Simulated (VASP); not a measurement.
# W in VASP: notebook

W is run at these levels: PBE; tasks: single point.

Program: VASP 6.6.1. These are calculated values, not measurements. Logs are shortened: lines on timing, memory, paths and dates and some standing lists are left out, and cuts for length are marked.

## Step 1: The cell of the first run

The cell holds a slab with vacuum, 5 atoms: a = 2.757 Å, b = 2.757 Å, c = 24.004 Å, α = 90.00°, β = 90.00°, γ = 109.47°.

## Step 2: Single point, PBE

INCAR reads:

```
ALGO = Fast ; DIPOL = 0.5 0.5 0.500
EDIFF = 1E-6 ; ENCUT = 520
GGA = PE ; IDIPOL = 3
ISIF = 2 ; ISMEAR = 0
LASPH = T ; LCHARG = F
LDIPOL = T ; LREAL = F
LWAVE = F ; NBANDS = 43
NELM = 100 ; PREC = Accurate
SIGMA = 0.1
```

KPOINTS reads:

```
k-points
0
Gamma
  13 13 1
```

POSCAR reads:

```
W
1.0
    2.7570465660      0.0000000000      0.0000000000
   -0.9190155220      2.5993684305      0.0000000000
    0.0000000000      0.0000000000     24.0044763784
W
5
Direct
    0.5000000000      0.5000000000      0.3124417247
    0.0000000000      0.0000000000      0.4062208623
    0.5000000000      0.5000000000      0.5000000000
    0.0000000000      0.0000000000      0.5937791377
    0.5000000000      0.5000000000      0.6875582753
```

Potentials or basis: VASP PAW PBE potentials, release 64 (W_sv).

Started as:

```bash
> cat potpaw_PBE.64/W_sv/POTCAR > POTCAR
> mpirun -np 1 vasp_std > vasp.out
```

OUTCAR:

```text
EDIFF = 1E-6
   ENCUT = 520
   GGA = PE
   ISIF = 2
   ISMEAR = 0
   LASPH = T
   LREAL = F
   NELM = 100
   PREC = Accurate

 ion  position               nearest neighbor table
   1  0.500  0.500  0.312-   2 2.76   2 2.76   2 3.18   2 3.18
   2  0.000  0.000  0.406-   1 2.76   1 2.76   3 2.76   3 2.76   1 3.18   1 3.18   3 3.18   3 3.18

   3  0.500  0.500  0.500-   2 2.76   4 2.76   2 2.76   4 2.76   2 3.18   4 3.18   2 3.18   4 3.18

   4  0.000  0.000  0.594-   5 2.76   5 2.76   3 2.76   3 2.76   5 3.18   5 3.18   3 3.18   3 3.18

   5  0.500  0.500  0.688-   4 2.76   4 2.76   4 3.18   4 3.18

  LATTYP: Found a base centered orthorhombic cell.
 ALAT       =     3.1835631541
 B/A-ratio  =     1.4142135624
 C/A-ratio  =     7.5401288482

  Lattice vectors:

 A1 = (   2.7570465660,   0.0000000000,   0.0000000000)
 A2 = (  -0.9190155220,   2.5993684305,   0.0000000000)
 A3 = (   0.0000000000,   0.0000000000,  24.0044763784)

Analysis of symmetry for initial positions (statically):
=====================================================================
 Subroutine PRICEL returns:
 Original cell was already a primitive cell.

 Routine SETGRP: Setting up the symmetry group for a
 base centered orthorhombic supercell.

 Subroutine GETGRP returns: Found  8 space group operations
 (whereof  8 operations were pure point group operations)
 out of a pool of  8 trial point group operations.

The static configuration has the point symmetry D_2h.

Analysis of symmetry for dynamics (positions and initial velocities):
=====================================================================
 Subroutine PRICEL returns:
 Original cell was already a primitive cell.

 Routine SETGRP: Setting up the symmetry group for a
 base centered orthorhombic supercell.

 Subroutine GETGRP returns: Found  8 space group operations
 (whereof  8 operations were pure point group operations)
 out of a pool of  8 trial point group operations.

The dynamic configuration has the point symmetry D_2h.

 Subroutine INISYM returns: Found  8 space group operations
 (whereof  8 operations are pure point group operations),
 and found     1 'primitive' translations

----------------------------------------------------------------------------------------

                                     Primitive cell

  volume of cell :     172.0300

  direct lattice vectors                    reciprocal lattice vectors
     2.757046566  0.000000000  0.000000000     0.362706968  0.128236278  0.000000000
    -0.919015522  2.599368431  0.000000000     0.000000000  0.384708835  0.000000000
     0.000000000  0.000000000 24.004476378     0.000000000  0.000000000  0.041658897

  length of vectors
     2.757046566  2.757046566 24.004476378     0.384708835  0.384708835  0.041658897

  position of ions in fractional coordinates (direct lattice)
     0.500000000  0.500000000  0.312441725
     0.000000000  0.000000000  0.406220862
     0.500000000  0.500000000  0.500000000
     0.000000000  0.000000000  0.593779138
     0.500000000  0.500000000  0.687558275

  ion indices of the primitive-cell ions
   primitive index   ion index
                 1           1
                 2           2
                 3           3
                 4           4
                 5           5

----------------------------------------------------------------------------------------

 KPOINTS: k-points

Automatic generation of k-mesh.
 Grid dimensions read from file:
 generate k-points for:   13   13    1

 Generating k-lattice:

  Cartesian coordinates                     Fractional coordinates (reciprocal lattice)
     0.027900536  0.009864329  0.000000000     0.076923077  0.000000000  0.000000000
     0.000000000  0.029592987  0.000000000     0.000000000  0.076923077  0.000000000
     0.000000000  0.000000000  0.041658897     0.000000000  0.000000000  1.000000000

  Length of vectors
     0.029592987  0.029592987  0.041658897

  Shift w.r.t. Gamma in fractional coordinates (k-lattice)
     0.000000000  0.000000000  0.000000000

 Subroutine IBZKPT returns following result:
 ===========================================

 Found     49 irreducible k-points:

 Following reciprocal coordinates:
            Coordinates               Weight
  0.000000  0.000000  0.000000      1.000000
  0.076923  0.000000  0.000000      4.000000
  0.153846 -0.000000  0.000000      4.000000
  0.230769 -0.000000  0.000000      4.000000
  0.307692 -0.000000  0.000000      4.000000
  0.384615  0.000000  0.000000      4.000000
[... 16 lines left out ...]
  0.384615  0.153846  0.000000      4.000000
  0.461538  0.153846  0.000000      4.000000
 [... further k-points ...]
   k-points           NKPTS =     49   k-points in BZ     NKDIM =     49   number of bands    NBANDS=     43
   number of dos      NEDOS =    301   number of ions     NIONS =      5
   total plane-waves  NPLWV = 103680
   dimension x,y,z NGX =    24 NGY =   24 NGZ =  180
   dimension x,y,z NGXF=    48 NGYF=   48 NGZF=  360
   ions per type =               5
   NGX,Y,Z   is equivalent  to a cutoff of  14.47, 14.47, 12.47 a.u.
   NGXF,Y,Z  is equivalent  to a cutoff of  28.94, 28.94, 24.93 a.u.
 SYSTEM =  unknown system
   PREC   = accura    normal or accurate (medium, high low for compatibility)
   ISTART =      0    job   : 0-new  1-cont  2-samecut
   ICHARG =      2    charge: 1-file 2-atom 10-const
   ISPIN  =      1    spin polarized calculation?
   LNONCOLLINEAR =      F non collinear calculations
   LSORBIT =      F    spin-orbit coupling
   LASPH  =      T    aspherical Exc in radial PAW
   ENCUT  =  520.0 eV  38.22 Ry    6.18 a.u.   5.13  5.13 44.63*2*pi/ulx,y,z
   NELM   =    100;   NELMIN=  2; NELMDL= -5     # of ELM steps
   EDIFF  = 0.1E-05   stopping-criterion for ELM
   LREAL  =      F    real-space projection
   EDIFFG = 0.1E-04   stopping-criterion for IOM
   NSW    =      0    number of steps for IOM
   IBRION =     -1    ionic relax: 0-MD 1-quasi-New 2-CG
   NFREE  =      0    steps in history (QN), initial steepest desc. (CG)
   ISIF   =      2    stress and relaxation
   ISYM   =      2    0-nonsym 1-usesym 2-fastsym
   POTIM  = 0.5000    time-step for ionic-motion
   TEBEG  =    0.0;   TEEND  =   0.0 temperature during run
   PSTRESS=    0.0 pullay stress
   NELECT =      70.0000    total number of electrons
   NUPDOWN=      -1.0000    fix difference up-down
   EMIN   =  10.00;   EMAX   =-10.00  energy-range for DOS
   EFERMI =   0.00;   METHOD = LEGACY
   ISMEAR =     0;   SIGMA  =   0.10  broadening in eV -4-tet -1-fermi 0-gaus
   EFERMI_NEDOS =   21; number of points for ismear=-14 and -15
   IALGO  =     68    algorithm
   IMIX   =      4    mixing-type and parameters
     AMIX     =   0.40;   BMIX     =  1.00
     AMIX_MAG =   1.60;   BMIX_MAG =  1.00
  volume/ion in A,a.u.               =      34.41       232.18
  Fermi-wavevector in a.u.,A,eV,Ry     =   1.213127  2.292477 20.023369  1.471676
  Thomas-Fermi vector in A             =   2.348589
   LORBIT       =      0    0 simple, 1 ext, 2 COOP (PROOUT), +10 PAW based schemes
   GGA     = PE    functional components
   LHFCALC =     F    Hartree Fock is set to
   AEXX    =    0.0000 exact exchange contribution
   IVDW    =     0    specifies the selected vdW correction
   LEPSILON=     F    determine dielectric tensor
   LRPA    =     F    only Hartree local field effects (RPA)
 non-spin polarized calculation
 RMM-DIIS sequential band-by-band and
 Gauss-broadening in eV      SIGMA  =   0.10
  energy-cutoff  :      520.00
  volume of cell :      172.03
 maximum number of plane-waves:      4672
 NGX is ok and might be reduce to    24
   NGX = 11   NGY = 11   NGZ = 89

 dipolmoment           0.000000      0.000000      0.000000 electrons x Angstroem

 number of electron      69.9999997 magnetization

 dipolmoment           0.000000      0.000000     -0.000000 electrons x Angstroem

 Free energy of the ion-electron system (eV)
  ---------------------------------------------------
  ext. energy  EPLUGINS =         0.00000000
  ---------------------------------------------------
  free energy    TOTEN  =       -61.80336025 eV

  energy without entropy =      -61.78533688  energy(sigma->0) =      -61.79434856

 E-fermi :   2.7306     XC(G=0):  -7.2505

 val. band max:        2.7235962280   @ k =   0.3077   0.1538   0.0000
 cond. band min:       2.7409287358   @ k =   0.3846   0.0769   0.0000
 fundamental gap:      0.0173325078
 Fermi energy:         2.7306366628

 k-point     1 :       0.0000    0.0000    0.0000
  band No.  band energies     occupation
      1     -71.5258      2.00000
      2     -71.5018      2.00000
      3     -71.4240      2.00000
      4     -71.3105      2.00000
      5     -71.3101      2.00000
      6     -36.2339      2.00000
[... 35 lines left out ...]
     42       4.6742      0.00000
     43       4.9577      0.00000

 k-point     2 :       0.0769    0.0000    0.0000
  band No.  band energies     occupation
      1     -71.5210      2.00000
      2     -71.4980      2.00000
      3     -71.4213      2.00000
      4     -71.3073      2.00000
      5     -71.3069      2.00000
      6     -36.2155      2.00000
[... 35 lines left out ...]
     42       4.7261      0.00000
     43       4.9768      0.00000

 k-point     3 :       0.1538   -0.0000    0.0000
  band No.  band energies     occupation
      1     -71.5075      2.00000
      2     -71.4873      2.00000
      3     -71.4142      2.00000
      4     -71.2984      2.00000
      5     -71.2982      2.00000
      6     -36.1637      2.00000
[... 919 lines left out ...]
      6     -36.2141      2.00000
[... 35 lines left out ...]
     42       5.5606      0.00000
     43       5.8779      0.00000

 k-point    24 :       0.4615    0.1538    0.0000
  band No.  band energies     occupation
      1     -71.4268      2.00000
      2     -71.4247      2.00000
      3     -71.3733      2.00000
      4     -71.2448      2.00000
      5     -71.2447      2.00000
      6     -36.2566      2.00000
[... 35 lines left out ...]
     42       5.5243      0.00000
     43       5.8689      0.00000

 [... further k-points ...]

------------------------ aborting loop because EDIFF is reached ----------------------------------------

 vacuum level on the upper side and lower side of the slab       (xc-potential included)        -0.118        -0.118

  FORCE on cell =-STRESS in cart. coord.  units (eV):
  Direction    XX          YY          ZZ          XY          YZ          ZX
  --------------------------------------------------------------------------------------
  -------------------------------------------------------------------------------------
  Total       -4.8409119     -5.3205113     -2.6402769     -0.6782560      0.0000000      0.0000000
  in kB      -45.0851565    -49.5518386    -24.5898498     -6.3168424      0.0000000      0.0000000
  external PRESSURE =     -39.7422817 kB  Pullay stress =       0.0000000 kB

 VOLUME and BASIS-vectors are now :
 -----------------------------------------------------------------------------
  energy-cutoff  :      520.00
  volume of cell :      172.03
      direct lattice vectors                 reciprocal lattice vectors
     2.757046566  0.000000000  0.000000000     0.362706968  0.128236278  0.000000000
    -0.919015522  2.599368431  0.000000000     0.000000000  0.384708835  0.000000000
     0.000000000  0.000000000 24.004476378     0.000000000  0.000000000  0.041658897

 POSITION                                       TOTAL-FORCE (eV/Angst)
 -----------------------------------------------------------------------------------
      0.91902      1.29968      7.50000        -0.000000     -0.000000      0.613009
      0.00000      0.00000      9.75112        -0.000000      0.000000     -0.652852
      0.91902      1.29968     12.00224         0.000000      0.000000      0.000000
      0.00000      0.00000     14.25336         0.000000      0.000000      0.652852
      0.91902      1.29968     16.50448        -0.000000      0.000000     -0.613009
 -----------------------------------------------------------------------------------
    total drift:                                0.000000      0.000000     -0.000000

  FREE ENERGIE OF THE ION-ELECTRON SYSTEM (eV)
  ---------------------------------------------------
  free  energy   TOTEN  =       -61.8033602495 eV

  energy  without entropy=      -61.7853368784  energy(sigma->0) =      -61.79434856

 vacuum level on the upper side and lower side of the slab         7.533         7.533
```

Run time: 7.4 min. Hardware: 1 thread of AMD EPYC 9R45 (Zen 5), shared host; peak memory 0.43 GiB.

What came out:

| Property | Result |
| --- | --- |
| Free energy | -61.8034 eV |
| Largest force | 0.653 eV/Å |
| Band gap on the k mesh | zero (bands 35 and 36 overlap by 1.68 eV) |

Forces in eV/Å, atoms in the order of the input:
```
W    0.000  0.000  0.613
W    0.000  0.000 -0.653
W    0.000  0.000  0.000
W    0.000  0.000  0.653
W    0.000  0.000 -0.613
```

Caveat: spin-orbit coupling is left out, which moves the levels of the heavy elements.

## Step 3: Single point, PBE

INCAR reads:

```
PREC = Accurate
ENCUT = 520
EDIFF = 1E-6
ISMEAR = 0
SIGMA = 0.1
LREAL = F
LASPH = T
NELM = 80
ALGO = Fast
ISIF = 2
LWAVE = F
LCHARG = F
LDIPOL = T
IDIPOL = 3
DIPOL = 0.5 0.5 0.500
GGA = PE
NBANDS = 43
```

KPOINTS reads:

```
regular mesh
0
Gamma
  13 13 1
```

POSCAR reads:

```
W
1.0
    2.7570465660      0.0000000000      0.0000000000
   -0.9190155220      2.5993684305      0.0000000000
    0.0000000000      0.0000000000     24.0044763784
W
5
Direct
    0.5000000000      0.5000000000      0.3157005422
    0.0000000000      0.0000000000      0.4060210061
    0.5000000000      0.5000000000      0.4999999967
    0.0000000000      0.0000000000      0.5939789962
    0.5000000000      0.5000000000      0.6842994588
```

Potentials or basis: VASP PAW PBE potentials, release 64 (W_sv).

Started as:

```bash
> cat potpaw_PBE.64/W_sv/POTCAR > POTCAR
> mpirun -np 1 vasp_std > vasp.out
```

Run time: 7.3 min. Hardware: 1 thread of AMD EPYC 9R45 (Zen 5), shared host; peak memory 0.43 GiB.

It converged, with:

```yaml
Free_energy: -61.8520 eV
Largest_force: 0.053 eV/Å
Band_gap_on_the_k_mesh: zero (bands 35 and 36 overlap by 1.87 eV)
```

Forces on the atoms (eV/Å):
```
W    0.000  0.000 -0.053
W    0.000  0.000  0.006
W    0.000  0.000  0.000
W    0.000  0.000 -0.006
W    0.000  0.000  0.053
```

Levels at points of the mesh, in eV from the Fermi level:
| k point | band 32 | band 33 | band 34 | band 35 | band 36 | band 37 | band 38 | band 39 |
| --- | --- | --- | --- | --- | --- | --- | --- | --- |
| (0.00, 0.00, 0.00) | -1.25 | -1.17 | -1.13 | -0.96 | -0.05 | -0.02 | 0.70 | 1.63 |

Caveat: spin-orbit coupling is left out, which moves the levels of the heavy elements.
